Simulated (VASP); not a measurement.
Set up this calculation in VASP 6.6.1, as the native input.

```yaml
Task: single point
Functional: PBE
Potentials_or_basis: VASP PAW PBE potentials, release 64 (Pt)
Cutoff: 520 eV
k_mesh: 26 × 26 × 26
Occupations: gaussian, width 0.1 eV
Spin: no spin polarisation
Dipole_correction: no
Further_INCAR_settings: ALGO = Fast; EDIFF = 1e-06; NBANDS = 11
```

The structure of Pt lies in POSCAR:

```
Pt
1.0
   -1.7003472000      1.7003472000      1.3678842000
    1.7003472000     -1.7003472000      1.3678842000
    1.7003472000      1.7003472000     -1.3678842000
Pt
1
Direct
    0.5000000000      0.5000000000      0.0000000000
```

The input as run:

INCAR

```
SYSTEM = Pt
  ALGO = Fast
  EDIFF = 1E-6
  ENCUT = 520
  GGA = PE
  ISIF = 2
  ISMEAR = 0
  LASPH = .True.
  LCHARG = .True.
  LELF = .True.
  LREAL = .False.
  LVHAR = .True.
  LWAVE = .False.
  NBANDS = 11
  NELM = 80
  PREC = Accurate
  SIGMA = 0.1
```

KPOINTS

```
k-points
0
Gamma
  26 26 26
  0 0 0
```

Potentials or basis: VASP PAW PBE potentials, release 64 (Pt).

The run is started by

```bash
$ cat potpaw_PBE.64/Pt/POTCAR > POTCAR
$ mpirun -np 1 vasp_std > vasp.out
```

Results of the run:

```json
{
 "Pressure": "-0.5 GPa",
 "Band gap on the k mesh": "zero (bands 5 and 6 overlap by 2.05 eV)"
}
```

Caveat: spin-orbit coupling is left out, which moves the levels of the heavy elements.

Run time: 2.7 min on 1 thread of Intel(R) Xeon(R) Platinum 8488C (Sapphire Rapids) (shared host), peak memory 0.34 GiB.
